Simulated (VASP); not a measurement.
# GaN (F-43m) in VASP: further runs

The runs below take GaN through relaxation of cell and atoms, single point, with PBE, RPBE.

Everything below comes from runs of VASP 6.6.1. Logs are shortened: lines on timing, memory, paths and dates and some standing lists are left out, and cuts for length are marked.

## Step 1: The cell of the first run

It takes space group F-43m (No. 216, cubic). Conventional cell: a = 4.507 Å, b = 4.507 Å, c = 4.507 Å, α = 90.00°, β = 90.00°, γ = 90.00°. Ga (site symmetry -43m) has 4 N at 1.95 Å within 2.6 Å. Within 2.6 Å of N (site symmetry -43m) lie 4 Ga at 1.95 Å.

## Step 2: Relaxation of cell and atoms, PBE

INCAR

```
SYSTEM = GaN
  PREC = Accurate
  ENCUT = 600
  EDIFF = 1E-6
  ISMEAR = -1
  SIGMA = 0.05
  LREAL = .FALSE.
  LASPH = .TRUE.
  NELM = 60
  ALGO = Normal
  ISIF = 3
  LWAVE = .FALSE.
  LCHARG = .FALSE.
  GGA = PE
  IBRION = 2
  NSW = 80
  EDIFFG = -0.01
```

KPOINTS

```
regular mesh
0
G
  10 10 10
  0 0 0
```

POSCAR

```
GaN
1.0
    0.0000000000      2.2535006075      2.2535006075
    2.2535006075      0.0000000000      2.2535006075
    2.2535006075      2.2535006075      0.0000000000
Ga N
1 1
Direct
    0.0000000000      0.0000000000      0.0000000000
    0.2500000000      0.2500000000      0.2500000000
```

Potentials or basis: VASP PAW PBE potentials, release 64 (Ga_d, N).

Command:

```bash
$ cat potpaw_PBE.64/Ga_d/POTCAR potpaw_PBE.64/N/POTCAR > POTCAR
$ mpirun -np 1 vasp_std > vasp.out
```

OUTCAR:

```text
SYSTEM = GaN
   PREC = Accurate
   ENCUT = 600
   EDIFF = 1E-6
   ISMEAR = -1
   LREAL = .FALSE.
   LASPH = .TRUE.
   NELM = 60
   ISIF = 3
   GGA = PE
   IBRION = 2
   NSW = 80
   EDIFFG = -0.01

 ion  position               nearest neighbor table
   1  0.000  0.000  0.000-   2 1.95   2 1.95   2 1.95   2 1.95
   2  0.250  0.250  0.250-   1 1.95   1 1.95   1 1.95   1 1.95

  LATTYP: Found a face centered cubic cell.
 ALAT       =     4.5070012150

  Lattice vectors:

 A1 = (   0.0000000000,   2.2535006075,   2.2535006075)
 A2 = (   2.2535006075,   0.0000000000,   2.2535006075)
 A3 = (   2.2535006075,   2.2535006075,   0.0000000000)

Analysis of symmetry for initial positions (statically):
=====================================================================
 Subroutine PRICEL returns:
 Original cell was already a primitive cell.

 Routine SETGRP: Setting up the symmetry group for a
 face centered cubic supercell.

 Subroutine GETGRP returns: Found 24 space group operations
 (whereof 24 operations were pure point group operations)
 out of a pool of 48 trial point group operations.

The static configuration has the point symmetry T_d .

Analysis of symmetry for dynamics (positions and initial velocities):
=====================================================================
 Subroutine PRICEL returns:
 Original cell was already a primitive cell.

 Routine SETGRP: Setting up the symmetry group for a
 face centered cubic supercell.

 Subroutine GETGRP returns: Found 24 space group operations
 (whereof 24 operations were pure point group operations)
 out of a pool of 48 trial point group operations.

The dynamic configuration has the point symmetry T_d .

 Subroutine INISYM returns: Found 24 space group operations
 (whereof 24 operations are pure point group operations),
 and found     1 'primitive' translations

----------------------------------------------------------------------------------------

                                     Primitive cell

  volume of cell :      22.8877

  direct lattice vectors                    reciprocal lattice vectors
     0.000000000  2.253500607  2.253500607    -0.221877020  0.221877020  0.221877020
     2.253500607  0.000000000  2.253500607     0.221877020 -0.221877020  0.221877020
     2.253500607  2.253500607  0.000000000     0.221877020  0.221877020 -0.221877020

  length of vectors
     3.186931122  3.186931122  3.186931122     0.384302272  0.384302272  0.384302272

  position of ions in fractional coordinates (direct lattice)
     0.000000000  0.000000000  0.000000000
     0.250000000  0.250000000  0.250000000

  ion indices of the primitive-cell ions
   primitive index   ion index
                 1           1
                 2           2

----------------------------------------------------------------------------------------

 KPOINTS: regular mesh

Automatic generation of k-mesh.
 Grid dimensions read from file:
 generate k-points for:   10   10   10

 Generating k-lattice:

  Cartesian coordinates                     Fractional coordinates (reciprocal lattice)
    -0.022187702  0.022187702  0.022187702     0.100000000  0.000000000  0.000000000
     0.022187702 -0.022187702  0.022187702     0.000000000  0.100000000  0.000000000
     0.022187702  0.022187702 -0.022187702     0.000000000  0.000000000  0.100000000

  Length of vectors
     0.038430227  0.038430227  0.038430227

  Shift w.r.t. Gamma in fractional coordinates (k-lattice)
     0.000000000  0.000000000  0.000000000

 Subroutine IBZKPT returns following result:
 ===========================================

 Found     47 irreducible k-points:

 Following reciprocal coordinates:
            Coordinates               Weight
  0.000000  0.000000  0.000000      1.000000
  0.100000  0.000000  0.000000      8.000000
  0.200000  0.000000  0.000000      8.000000
  0.300000  0.000000  0.000000      8.000000
  0.400000  0.000000  0.000000      8.000000
  0.500000  0.000000  0.000000      4.000000
[... 16 lines left out ...]
  0.300000  0.300000  0.000000      6.000000
  0.400000  0.300000  0.000000     24.000000
 [... further k-points ...]
   k-points           NKPTS =     47   k-points in BZ     NKDIM =     47   number of bands    NBANDS=     13
   number of dos      NEDOS =    301   number of ions     NIONS =      2
   total plane-waves  NPLWV =  21952
   dimension x,y,z NGX =    28 NGY =   28 NGZ =   28
   dimension x,y,z NGXF=    56 NGYF=   56 NGZF=   56
   ions per type =               1   1
   NGX,Y,Z   is equivalent  to a cutoff of  14.61, 14.61, 14.61 a.u.
   NGXF,Y,Z  is equivalent  to a cutoff of  29.21, 29.21, 29.21 a.u.
 SYSTEM =  GaN
   PREC   = accura    normal or accurate (medium, high low for compatibility)
   ISTART =      0    job   : 0-new  1-cont  2-samecut
   ICHARG =      2    charge: 1-file 2-atom 10-const
   ISPIN  =      1    spin polarized calculation?
   LNONCOLLINEAR =      F non collinear calculations
   LSORBIT =      F    spin-orbit coupling
   LASPH  =      T    aspherical Exc in radial PAW
   ENCUT  =  600.0 eV  44.10 Ry    6.64 a.u.   6.37  6.37  6.37*2*pi/ulx,y,z
   NELM   =     60;   NELMIN=  2; NELMDL= -5     # of ELM steps
   EDIFF  = 0.1E-05   stopping-criterion for ELM
   LREAL  =      F    real-space projection
   EDIFFG = -.1E-01   stopping-criterion for IOM
   NSW    =     80    number of steps for IOM
   IBRION =      2    ionic relax: 0-MD 1-quasi-New 2-CG
   NFREE  =      1    steps in history (QN), initial steepest desc. (CG)
   ISIF   =      3    stress and relaxation
   ISYM   =      2    0-nonsym 1-usesym 2-fastsym
   POTIM  = 0.5000    time-step for ionic-motion
   TEBEG  =    0.0;   TEEND  =   0.0 temperature during run
   PSTRESS=    0.0 pullay stress
   NELECT =      18.0000    total number of electrons
   NUPDOWN=      -1.0000    fix difference up-down
   EMIN   =  10.00;   EMAX   =-10.00  energy-range for DOS
   EFERMI =   0.00;   METHOD = LEGACY
   ISMEAR =    -1;   SIGMA  =   0.05  broadening in eV -4-tet -1-fermi 0-gaus
   EFERMI_NEDOS =   21; number of points for ismear=-14 and -15
   IALGO  =     38    algorithm
   IMIX   =      4    mixing-type and parameters
     AMIX     =   0.40;   BMIX     =  1.00
     AMIX_MAG =   1.60;   BMIX_MAG =  1.00
  volume/ion in A,a.u.               =      11.44        77.23
  Fermi-wavevector in a.u.,A,eV,Ry     =   1.511117  2.855596 31.068543  2.283473
  Thomas-Fermi vector in A             =   2.621216
   LORBIT       =      0    0 simple, 1 ext, 2 COOP (PROOUT), +10 PAW based schemes
   GGA     = PE    functional components
   LHFCALC =     F    Hartree Fock is set to
   AEXX    =    0.0000 exact exchange contribution
   IVDW    =     0    specifies the selected vdW correction
   LEPSILON=     F    determine dielectric tensor
   LRPA    =     F    only Hartree local field effects (RPA)
 conjugate gradient relaxation of ions
 non-spin polarized calculation
  energy-cutoff  :      600.00
  volume of cell :       22.89
 maximum number of plane-waves:       785
 NGX is ok and might be reduce to    28
   NGX = 13   NGY = 13   NGZ = 13

--------------------------------------- Ionic step        1  -------------------------------------------

 number of electron      18.0000005 magnetization

 Free energy of the ion-electron system (eV)
  ---------------------------------------------------
  ext. energy  EPLUGINS =         0.00000000
  ---------------------------------------------------
  free energy    TOTEN  =       -12.14469597 eV

  energy without entropy =      -12.14469597  energy(sigma->0) =      -12.14469597

------------------------ aborting loop because EDIFF is reached ----------------------------------------

  FORCE on cell =-STRESS in cart. coord.  units (eV):
  Direction    XX          YY          ZZ          XY          YZ          ZX
  --------------------------------------------------------------------------------------
  -------------------------------------------------------------------------------------
  Total        0.7031152      0.7031152      0.7031152      0.0000000      0.0000000      0.0000000
  in kB       49.2191396     49.2191396     49.2191396      0.0000000      0.0000000      0.0000000
  external PRESSURE =      49.2191396 kB  Pullay stress =       0.0000000 kB
[... 57 lines left out ...]
  energy  without entropy=      -12.1475753188  energy(sigma->0) =      -12.14757532

--------------------------------------- Ionic step        3  -------------------------------------------

 number of electron      18.0000002 magnetization

 Free energy of the ion-electron system (eV)
  ---------------------------------------------------
  ext. energy  EPLUGINS =         0.00000000
  ---------------------------------------------------
  free energy    TOTEN  =       -12.15416605 eV

  energy without entropy =      -12.15416604  energy(sigma->0) =      -12.15416604

 E-fermi :   5.8082     XC(G=0): -11.5215

 val. band max:        4.9887884297   @ k =   0.0000   0.0000   0.0000
 cond. band min:       6.5370851482   @ k =   0.0000   0.0000   0.0000
 fundamental gap:      1.5482967185
 Fermi energy:         5.8081521806

 k-point     1 :       0.0000    0.0000    0.0000
  band No.  band energies     occupation
      1     -10.7161      2.00000
      2      -8.4335      2.00000
      3      -8.4335      2.00000
      4      -8.4335      2.00000
      5      -8.1405      2.00000
      6      -8.1405      2.00000
      7       4.9888      2.00000
      8       4.9888      2.00000
      9       4.9888      2.00000
     10       6.5371      0.00000
     11      15.1197      0.00000
     12      15.1197      0.00000
     13      15.1197      0.00000
[... 353 lines left out ...]
 k-point    24 :       0.4000    0.3000    0.0000
  band No.  band energies     occupation
      1      -9.8377      2.00000
      2      -8.3096      2.00000
      3      -8.2270      2.00000
      4      -8.2268      2.00000
      5      -8.0845      2.00000
      6      -7.1840      2.00000
      7       0.0290      2.00000
      8       2.6001      2.00000
      9       2.9144      2.00000
     10       9.4038      0.00000
     11      11.9354      0.00000
     12      15.6610      0.00000
     13      17.6058      0.00000

 [... further k-points ...]
[... 5 lines left out ...]
  --------------------------------------------------------------------------------------
  -------------------------------------------------------------------------------------
  Total       -0.0120223     -0.0120223     -0.0120223     -0.0000000     -0.0000000      0.0000000
  in kB       -0.8189179     -0.8189179     -0.8189179     -0.0000000     -0.0000000      0.0000000
  external PRESSURE =      -0.8189179 kB  Pullay stress =       0.0000000 kB
[... 17 lines left out ...]
  FREE ENERGIE OF THE ION-ELECTRON SYSTEM (eV)
  ---------------------------------------------------
  free  energy   TOTEN  =       -12.1541660454 eV

  energy  without entropy=      -12.1541660438  energy(sigma->0) =      -12.15416604

 reached required accuracy - stopping structural energy minimisation
```

Wall time 40 s (1 thread of Intel Xeon Platinum 8488C (Sapphire Rapids), shared host); peak memory 0.17 GiB.

What came out:

| Property | Result |
| --- | --- |
| Free energy | -12.1542 eV |
| Relaxed volume | 11.76 Å³/atom |
| Relaxed cell | a = 3.216 Å, b = 3.216 Å, c = 3.216 Å, α = 60.00°, β = 60.00°, γ = 60.00° |
| Space group after relaxing (to 0.05 Å) | F-43m (No. 216) |
| Energy gained by relaxing | 4.7 meV/atom |
| Ionic steps | 3 |
| Pressure after relaxing | -0.1 GPa |
| Band gap on the k mesh | 1.55 eV, direct |

The path:
| step | energy change (eV) | largest force (eV/Å) | pressure (GPa) | volume (Å³) |
| --- | --- | --- | --- | --- |
| 1 | 0.0000 | 0.0000 | 4.92 | 22.89 |
| 2 | -0.0029 | 0.0000 | -3.73 | 24.07 |
| 3 | -0.0095 | 0.0000 | -0.08 | 23.52 |

Final structure:
```
Ga N
1.0
     0.00000    2.27410    2.27410
     2.27410    0.00000    2.27410
     2.27410    2.27410    0.00000
Ga N
1 1
Direct
  0.00000 0.00000 0.00000
  0.25000 0.25000 0.25000
```

[end of part 1 of 2]
